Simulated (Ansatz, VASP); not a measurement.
## One calculation of Cd4SeS3, two programs

INCAR

```
SYSTEM = Cd4SeS3
PREC     = Accurate       ! precision mode
ENCUT    = 520            ! plane-wave cutoff, eV
EDIFF    = 1E-6           ! SCF threshold, eV
ISMEAR   = 0              ! smearing method
SIGMA    = 0.02           ! smearing width, eV
LREAL    = .False.        ! projectors in reciprocal space
LASPH    = .True.         ! aspherical terms in the spheres
NELM     = 60             ! most SCF steps
ALGO     = Normal         ! electronic algorithm
ISIF     = 2              ! what is computed and relaxed
LWAVE    = .False.        ! write WAVECAR
LCHARG   = .False.        ! write CHGCAR
GGA      = PE             ! functional
NBANDS   = 46             ! bands
```

KPOINTS

```
regular mesh
0
Gamma
  6 6 2
  0 0 0
```

Contents of POSCAR:

```
Cd4SeS3
1.0
    4.2414692135      0.0000000000      0.0000000000
   -2.1207346068      3.6732200883      0.0000000000
    0.0000000000      0.0000000000     13.8270021000
Cd Se S
4 1 3
Direct
    0.3333333333      0.6666666667      0.0047750000
    0.3333333333      0.6666666667      0.4942740000
    0.6666666667      0.3333333333      0.2495360000
    0.6666666667      0.3333333333      0.7604340000
    0.3333333333      0.6666666667      0.6885050000
    0.3333333333      0.6666666667      0.1908310000
    0.6666666667      0.3333333333      0.4356190000
    0.6666666667      0.3333333333      0.9460270000
```

Input for Ansatz:

```yaml
crystal:
  lattice:
    - [4.2414692135, 0.0, 0.0]
    - [-2.1207346068, 3.6732200883, 0.0]
    - [0.0, 0.0, 13.8270021]
  atoms:
    - { symbol: Cd, position: [0.3333333333, 0.6666666667, 0.004775] }
    - { symbol: Cd, position: [0.3333333333, 0.6666666667, 0.494274] }
    - { symbol: Cd, position: [0.6666666667, 0.3333333333, 0.249536] }
    - { symbol: Cd, position: [0.6666666667, 0.3333333333, 0.760434] }
    - { symbol: Se, position: [0.3333333333, 0.6666666667, 0.688505] }
    - { symbol: S, position: [0.3333333333, 0.6666666667, 0.190831] }
    - { symbol: S, position: [0.6666666667, 0.3333333333, 0.435619] }
    - { symbol: S, position: [0.6666666667, 0.3333333333, 0.946027] }
basis:
  ecutwfc: 420
kpoints:
  mp_grid: { grid: [6, 6, 2] }
  band_path:
    path:
      - [[0.0, 0.0, 0.0], [0.5, 0.0, 0.0], [0.33333333, 0.33333333, 0.0], [0.0, 0.0, 0.0], [0.0, 0.0, 0.5], [0.5, 0.0, 0.5], [0.33333333, 0.33333333, 0.5], [0.0, 0.0, 0.5]]
      - [[0.5, 0.0, 0.5], [0.5, 0.0, 0.0]]
      - [[0.33333333, 0.33333333, 0.5], [0.33333333, 0.33333333, 0.0]]
    npoints: 14
hamiltonian:
  xc: pbe
scf:
  occupations: { method: gaussian, width: 0.02 }
  n_extra_bands: 20
output:
  forces: true
  stress: true
  eigenvalues: true
  populations: true
  dos: { projected: true, de: 0.02, nscf_kmesh: { grid: [9, 9, 3] } }
  bader: true
  write_density: true
  write_potential: true
  elf: true
  volumetric_format: npy
```

Alike in both runs: task single point; functional PBE; k mesh 6 × 6 × 2; occupations gaussian, width 0.02 eV; no spin polarisation.

|  | VASP | Ansatz |
| --- | --- | --- |
| version | VASP 6.6.1 | Ansatz 0.2.0 |
| potentials or method | VASP PAW PBE potentials, release 64 (Cd, Se, S), cutoff 520 eV | scalar-relativistic, plane waves, PAW |
| valence electrons in the cell | 72 | 114 |

Ansatz gave:

* gap on the k mesh at the Fermi level (eV): 0.74
* least direct gap on the mesh (eV): 0.74
* pressure (GPa): 0.0
* rms of the force components (eV/Å): 0.002

Q: Estimate VASP's values.

A: gap on the k mesh at the Fermi level (eV): 0.74; least direct gap on the mesh (eV): 0.74; pressure (GPa): 0.3; rms of the force components (eV/Å): 0.004.

Atom by atom the forces differ by 0.002 eV/Å (rms over components). VASP's potentials hold 72 valence electrons a cell and Ansatz's 114, so a difference there can come from the potentials and not from the codes.
